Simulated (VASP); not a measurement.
Write the native input for VASP 6.6.1 that does the following.

* Task: single point
* Functional: PBE
* Potentials or basis: VASP PAW PBE potentials, release 64 (Al)
* Cutoff: 520 eV
* k mesh: 11 × 11 × 1
* Occupations: fermi-dirac, width 0.1 eV
* Spin: no spin polarisation
* Dipole correction: yes
* Further INCAR settings: ALGO = Normal; EDIFF = 1e-06; NBANDS = 12

The structure of Al lies in POSCAR:

```
Al
1.0
    3.2360515124      0.0000000000      0.0000000000
    0.0000000000      3.2360515124      0.0000000000
    0.0000000000      0.0000000000     16.2081000000
Al
3
Direct
    0.0000000000      0.0000000000      0.4010327304
    0.5000000000      0.5000000000      0.5000000019
    0.0000000000      0.0000000000      0.5989672696
```

The input as run:

INCAR

```
PREC = Accurate
ENCUT = 520
EDIFF = 1E-6
ISMEAR = -1
SIGMA = 0.1
LREAL = F
LASPH = T
NELM = 80
ALGO = Normal
ISIF = 2
LWAVE = F
LCHARG = F
LDIPOL = T
IDIPOL = 3
DIPOL = 0.5 0.5 0.500
GGA = PE
NBANDS = 12
```

KPOINTS

```
Automatic mesh
0
Gamma
  11 11 1
```

Potentials or basis: VASP PAW PBE potentials, release 64 (Al).

Launch:

```console
$ cat potpaw_PBE.64/Al/POTCAR > POTCAR
$ mpirun -np 1 vasp_std > vasp.out
```

It gave:

```yaml
Band_gap_on_the_k_mesh: zero (an odd number of electrons rules out a gap without spin polarisation)
```

Wall time 50 s on 1 thread of Intel Xeon 8259CL, with other jobs on the host, peak memory 0.25 GiB.
